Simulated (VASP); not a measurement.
# GeW8C8 in VASP: further runs, part 2 of 2

VASP 6.6.1.

### Step 4. Single point, PBEsol

INCAR reads:

```
ALGO     = Normal         # electronic algorithm
EDIFF    = 1E-6           # SCF threshold, eV
ENCUT    = 520            # plane-wave cutoff, eV
GGA      = PS             # functional
ISIF     = 2              # what is computed and relaxed
ISMEAR   = -1             # smearing method
LASPH    = T              # aspherical terms in the spheres
LCHARG   = F              # write CHGCAR
LREAL    = Auto         
LWAVE    = F              # write WAVECAR
NBANDS   = 93             # bands
NELM     = 80             # most SCF steps
PREC     = Accurate       # precision mode
SIGMA    = 0.05           # smearing width, eV
```

KPOINTS reads:

```
k-points
0
Gamma
  3 3 1
```

POSCAR reads:

```
GeW8C8
1.0
    5.8078000000      0.0000000000      0.0000000000
   -2.9039000000      5.0297020000      0.0000000000
    0.0000000000      0.0000000000     17.2439500000
W C Ge
8 8 1
Direct
    0.0000000000      0.0000000000      0.0579913535
   -0.0057655160      0.0105771674      0.2277378443
   -0.0000037380      0.5000097421      0.0579913535
    0.0021042931      0.5182414386      0.2212486118
    0.5000000000      0.0000000000      0.0579913535
    0.4869963272     -0.0069984265      0.2143940338
    0.5000134802      0.5000097421      0.0579913535
    0.4739225578      0.5071274600      0.2347953920
    0.3168081562      0.1578423533      0.1337802534
    0.3365214690      0.1661728667      0.2996877166
    0.3119597623      0.6532593780      0.1261891852
    0.3429772191      0.6858855654      0.3022683318
    0.7978546192      0.1178002196      0.1342615816
    0.8208562021      0.1840864528      0.2999312802
    0.8212403476      0.6585280798      0.1344065600
    0.8202222007      0.6398589817      0.2869528153
    0.4993886872      0.9949893652      0.3704487661
```

Potentials or basis: VASP PAW PBE potentials, release 64 (W_sv, C, Ge_d).

Started as:

```console
$ cat potpaw_PBE.64/W_sv/POTCAR potpaw_PBE.64/C/POTCAR potpaw_PBE.64/Ge_d/POTCAR > POTCAR
$ mpirun -np 1 vasp_std > vasp.out
```

OUTCAR:

```text
EDIFF = 1E-6
   ENCUT = 520
   GGA = PS
   ISIF = 2
   ISMEAR = -1
   LASPH = T
   LREAL = Auto
   NELM = 80
   PREC = Accurate

 ion  position               nearest neighbor table
   1  0.000  0.000  0.058-   9 2.06  13 2.09  15 2.17   7 2.90   3 2.90   5 2.90   5 2.90   3 2.90
                             7 2.90   2 2.93
   2  0.994  0.011  0.228-  10 2.12  16 2.13  14 2.14  13 2.24   9 2.29  15 2.39   8 2.84   4 2.88
                             6 2.91   6 2.92   4 2.93   1 2.93   8 2.98
   3  1.000  0.500  0.058-  11 1.96  15 2.15  13 2.33   4 2.82   7 2.90   1 2.90   5 2.90   5 2.90
                             1 2.90   7 2.90
   4  0.002  0.518  0.221-  16 1.91  14 2.16  15 2.21  12 2.21  11 2.26  13 2.51   8 2.78   6 2.79
                             3 2.82   2 2.88   2 2.93   6 3.02   8 3.04
   5  0.500  0.000  0.058-  13 2.00  11 2.11   9 2.16   6 2.70   3 2.90   7 2.90   1 2.90   1 2.90
                             7 2.90   3 2.90
   6  0.487  0.993  0.214-  13 2.09  12 2.16   9 2.18  10 2.19  14 2.24  11 2.29  17 2.69   5 2.70
                             4 2.79   8 2.81   2 2.91   2 2.92   4 3.02   8 3.05
   7  0.500  0.500  0.058-  11 2.08  15 2.08   9 2.16   3 2.90   1 2.90   5 2.90   5 2.90   1 2.90
                             3 2.90   8 3.05
   8  0.474  0.507  0.235-  12 1.95  16 1.97  10 2.06  11 2.43  15 2.46   9 2.48   4 2.78   6 2.81
                             2 2.84   2 2.98   4 3.04   6 3.05   7 3.05
   9  0.317  0.158  0.134-   1 2.06   5 2.16   7 2.16   6 2.18   2 2.29   8 2.48
  10  0.337  0.166  0.300-   8 2.06  17 2.08   2 2.12   6 2.19
  11  0.312  0.653  0.126-   3 1.96   7 2.08   5 2.11   4 2.26   6 2.29   8 2.43
  12  0.343  0.686  0.302-  17 1.95   8 1.95   6 2.16   4 2.21
  13  0.798  0.118  0.134-   5 2.00   1 2.09   6 2.09   2 2.24   3 2.33   4 2.51
  14  0.821  0.184  0.300-  17 2.03   2 2.14   4 2.16   6 2.24
  15  0.821  0.659  0.134-   7 2.08   3 2.15   1 2.17   4 2.21   2 2.39   8 2.46
  16  0.820  0.640  0.287-   4 1.91   8 1.97   2 2.13
  17  0.499  0.995  0.370-  12 1.95  14 2.03  10 2.08   6 2.69

  LATTYP: Found a hexagonal cell.
 ALAT       =     5.8078000000
 C/A-ratio  =     2.9691018974

  Lattice vectors:

 A1 = (   5.8078000000,   0.0000000000,   0.0000000000)
 A2 = (  -2.9039000000,   5.0297020000,   0.0000000000)
 A3 = (   0.0000000000,   0.0000000000,  17.2439500000)

Analysis of symmetry for initial positions (statically):
=====================================================================
 Subroutine PRICEL returns:
 Original cell was already a primitive cell.

 Routine SETGRP: Setting up the symmetry group for a
 hexagonal supercell.

 Subroutine GETGRP returns: Found  1 space group operations
 (whereof  1 operations were pure point group operations)
 out of a pool of 24 trial point group operations.

The static configuration has the point symmetry C_1 .

Analysis of symmetry for dynamics (positions and initial velocities):
=====================================================================
 Subroutine PRICEL returns:
 Original cell was already a primitive cell.

 Routine SETGRP: Setting up the symmetry group for a
 hexagonal supercell.

 Subroutine GETGRP returns: Found  1 space group operations
 (whereof  1 operations were pure point group operations)
 out of a pool of 24 trial point group operations.

The dynamic configuration has the point symmetry C_1 .

 Subroutine INISYM returns: Found  1 space group operations
 (whereof  1 operations are pure point group operations),
 and found     1 'primitive' translations

----------------------------------------------------------------------------------------

                                     Primitive cell
[... 86 lines left out ...]
   dimension x,y,z NGX =    48 NGY =   48 NGZ =  128
   dimension x,y,z NGXF=    96 NGYF=   96 NGZF=  256
   ions per type =               8   8   1
   NGX,Y,Z   is equivalent  to a cutoff of  13.74, 13.74, 12.34 a.u.
   NGXF,Y,Z  is equivalent  to a cutoff of  27.48, 27.48, 24.68 a.u.
 SYSTEM =  unknown system
   PREC   = accura    normal or accurate (medium, high low for compatibility)
   ISTART =      0    job   : 0-new  1-cont  2-samecut
   ICHARG =      2    charge: 1-file 2-atom 10-const
   ISPIN  =      1    spin polarized calculation?
   LNONCOLLINEAR =      F non collinear calculations
   LSORBIT =      F    spin-orbit coupling
   LASPH  =      T    aspherical Exc in radial PAW
   ENCUT  =  520.0 eV  38.22 Ry    6.18 a.u.  10.80 10.80 32.06*2*pi/ulx,y,z
   NELM   =     80;   NELMIN=  2; NELMDL= -5     # of ELM steps
   EDIFF  = 0.1E-05   stopping-criterion for ELM
   LREAL  =      T    real-space projection
   EDIFFG = 0.1E-04   stopping-criterion for IOM
   NSW    =      0    number of steps for IOM
   IBRION =     -1    ionic relax: 0-MD 1-quasi-New 2-CG
   NFREE  =      0    steps in history (QN), initial steepest desc. (CG)
   ISIF   =      2    stress and relaxation
   ISYM   =      2    0-nonsym 1-usesym 2-fastsym
   POTIM  = 0.5000    time-step for ionic-motion
   TEBEG  =    0.0;   TEEND  =   0.0 temperature during run
   PSTRESS=    0.0 pullay stress
   NELECT =     158.0000    total number of electrons
   NUPDOWN=      -1.0000    fix difference up-down
   EMIN   =  10.00;   EMAX   =-10.00  energy-range for DOS
   EFERMI =   0.00;   METHOD = LEGACY
   ISMEAR =    -1;   SIGMA  =   0.05  broadening in eV -4-tet -1-fermi 0-gaus
   EFERMI_NEDOS =   21; number of points for ismear=-14 and -15
   IALGO  =     38    algorithm
   IMIX   =      4    mixing-type and parameters
     AMIX     =   0.40;   BMIX     =  1.00
     AMIX_MAG =   1.60;   BMIX_MAG =  1.00
  volume/ion in A,a.u.               =      29.63       199.96
  Fermi-wavevector in a.u.,A,eV,Ry     =   1.112321  2.101983 16.833930  1.237259
  Thomas-Fermi vector in A             =   2.248894
   LORBIT       =      0    0 simple, 1 ext, 2 COOP (PROOUT), +10 PAW based schemes
   GGA     = PS    functional components
   LHFCALC =     F    Hartree Fock is set to
   AEXX    =    0.0000 exact exchange contribution
   IVDW    =     0    specifies the selected vdW correction
   LEPSILON=     F    determine dielectric tensor
   LRPA    =     F    only Hartree local field effects (RPA)
 non-spin polarized calculation
  energy-cutoff  :      520.00
  volume of cell :      503.72
 maximum number of plane-waves:     13581
 NGX is ok and might be reduce to    48
   NGX = 21   NGY = 21   NGZ = 65

 number of electron     157.9999993 magnetization

 Free energy of the ion-electron system (eV)
  ---------------------------------------------------
  ext. energy  EPLUGINS =         0.00000000
  ---------------------------------------------------
  free energy    TOTEN  =      -177.80030831 eV

  energy without entropy =     -177.73535631  energy(sigma->0) =     -177.76783231

 E-fermi :   0.5534     XC(G=0):  -6.2235

 val. band max:        0.5016433153   @ k =   0.3333   0.3333   0.0000
 cond. band min:       0.5697451725   @ k =   0.3333  -0.0000   0.0000
 fundamental gap:      0.0681018573
 Fermi energy:         0.5534344039

 k-point     1 :       0.0000    0.0000    0.0000
  band No.  band energies     occupation
      1     -73.3186      2.00000
      2     -73.2182      2.00000
      3     -73.1887      2.00000
      4     -73.1488      2.00000
      5     -73.1327      2.00000
      6     -73.1040      2.00000
[... 459 lines left out ...]
     90       3.1081      0.00000
     91       3.1612      0.00000
 [bands above 91 left out]

------------------------ aborting loop because EDIFF is reached ----------------------------------------

  FORCE on cell =-STRESS in cart. coord.  units (eV):
  Direction    XX          YY          ZZ          XY          YZ          ZX
  --------------------------------------------------------------------------------------
  -------------------------------------------------------------------------------------
  Total        0.0172440     -7.5863003     -7.4483079      0.0730093      2.0199312      1.5237145
  in kB        0.0548477    -24.1295903    -23.6906809      0.2322193      6.4247538      4.8464476
  external PRESSURE =     -15.9218078 kB  Pullay stress =       0.0000000 kB

 VOLUME and BASIS-vectors are now :
 -----------------------------------------------------------------------------
  energy-cutoff  :      520.00
  volume of cell :      503.72
      direct lattice vectors                 reciprocal lattice vectors
     5.807800000  0.000000000  0.000000000     0.172182238  0.099409468  0.000000000
    -2.903900000  5.029702000  0.000000000     0.000000000  0.198818936  0.000000000
     0.000000000  0.000000000 17.243950000     0.000000000  0.000000000  0.057991353

 POSITION                                       TOTAL-FORCE (eV/Angst)
 -----------------------------------------------------------------------------------
      0.00000      0.00000      1.00000        -0.429170     -0.695897      0.349805
      5.74360      0.05320      3.92710        -0.261471     -0.826522     -0.426823
      4.35580      2.51490      1.00000        -1.533198     -0.961846     -0.677752
     -1.49270      2.60660      3.81520         0.172687     -2.405543      1.050378
      2.90390      0.00000      1.00000        -0.987989     -0.319511     -1.934836
     -0.05520      4.99450      3.69700        -0.159518      1.103979      3.331542
[... 9 lines left out ...]
      2.90560      3.21830      4.94820        -0.867529      0.902011      0.902974
      0.01100      5.00450      6.38800        -0.509565      0.919717     -0.658620
 -----------------------------------------------------------------------------------
    total drift:                               -0.001132     -0.008031     -0.001577

  FREE ENERGIE OF THE ION-ELECTRON SYSTEM (eV)
  ---------------------------------------------------
  free  energy   TOTEN  =      -177.8003083134 eV

  energy  without entropy=     -177.7353563095  energy(sigma->0) =     -177.76783231
```

Run time: 8.2 min. Hardware: 1 thread of Intel Xeon 6975P-C (Granite Rapids), shared host; peak memory 0.67 GiB.

What came out:

- Free energy: -177.8003 eV
- Largest force: 3.513 eV/Å
- Band gap on the k mesh: zero (bands 79 and 80 overlap by 0.56 eV)

Forces in eV/Å, atoms in the order of the input:
```
W   -0.429 -0.696  0.350
W   -0.261 -0.827 -0.427
W   -1.533 -0.962 -0.678
W    0.173 -2.406  1.050
W   -0.988 -0.320 -1.935
W   -0.160  1.104  3.332
W   -0.102 -0.773  0.865
W    2.408 -0.800 -1.984
C    0.104  0.456  0.286
C    0.333 -0.312 -0.693
C    1.077  1.059  2.118
C   -0.825  0.288 -1.097
C    1.435  2.707  0.588
C   -0.114 -0.957 -1.905
C    0.259  0.615 -0.116
C   -0.868  0.902  0.903
Ge  -0.510  0.920 -0.659
```

Caveat: the k points lie up to 0.42 Å⁻¹ apart, too coarse for converged energies and pressures of a metal; the atoms stand as in a frame of molecular dynamics; there is no dipole correction, which matters where the two faces differ; the PAW data sets were made with another functional, which shifts forces and pressure a little; spin-orbit coupling is left out, which moves the levels of the heavy elements.

### Step 5. Overview

```csv
cell,gap on the mesh (eV),largest force (eV/Å)
"as given, atomic positions A",none,7.00
"as given, atomic positions B",none,3.26
"as given, atomic positions C",none,3.51
```

Alike in all rows: task single point; level PBEsol; potentials or basis VASP PAW PBE potentials, release 64 (W_sv, C, Ge_d); no spin polarisation; k mesh 3 × 3 × 1; cutoff (eV) 520; smearing fermi-dirac 0.05 eV.

Caveats: all runs use coarse meshes; the atoms stand as in a frame of molecular dynamics; there is no dipole correction, which matters where the two faces differ; the PAW data sets were made with another functional, which shifts forces and pressure a little; spin-orbit coupling is left out, which moves the levels of the heavy elements.

Absolute energies hang on the potentials; compare differences alone.

The gap in the log of VASP goes by the Fermi energy; the results here count the filled bands.